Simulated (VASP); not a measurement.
Wanted: the native input for a VASP 6.6.1 run.

- Task: single point
- Functional: PBE
- Potentials or basis: VASP PAW PBE potentials, release 64 (Al, N)
- Cutoff: 520 eV
- k mesh: 10 × 10 × 10
- Occupations: gaussian, width 0.05 eV
- Spin: no spin polarisation
- Dipole correction: no
- Further INCAR settings: ALGO = Normal; EDIFF = 1e-06; NBANDS = 11

The structure of AlN lies in POSCAR:

```
AlN
1.0
    0.0000000000      2.2015871044      2.2015871044
    2.2015871044      0.0000000000      2.2015871044
    2.2015871044      2.2015871044      0.0000000000
Al N
1 1
Direct
    0.0000000000      0.0000000000      0.0000000000
    0.7358056945      0.7641943055      0.7641943055
```

This cell differs from its parent crystal: all N atoms moved +0.062 Å, as atom 2 along Cartesian [1 0 0].

These files were run (other wordings do the same):

INCAR

```
ALGO = Normal
EDIFF = 1E-6
ENCUT = 520
GGA = PE
ISIF = 2
ISMEAR = 0
LASPH = True
LCHARG = False
LREAL = False
LWAVE = False
NBANDS = 11
NELM = 100
PREC = Accurate
SIGMA = 0.05
```

KPOINTS

```
k-points
0
Gamma
  10 10 10
```

Potentials or basis: VASP PAW PBE potentials, release 64 (Al, N).

Launch:

```console
$ cat potpaw_PBE.64/Al/POTCAR potpaw_PBE.64/N/POTCAR > POTCAR
$ mpirun -np 1 vasp_std > vasp.out
```

Results of the run:

```json
{
  "Pressure": "0.2 GPa",
  "Largest force": "0.852 eV/Å",
  "Band gap on the k mesh": "3.14 eV, indirect (least direct gap 3.82 eV)"
}
```

Caveat: the cell differs from its parent crystal (all N atoms moved +0.062 Å, as atom 2 along Cartesian [1 0 0]).

Run time: 16 s on 1 thread of AMD EPYC 9R45 96-Core Processor (Zen 5), on a shared host, peak memory 0.13 GiB.
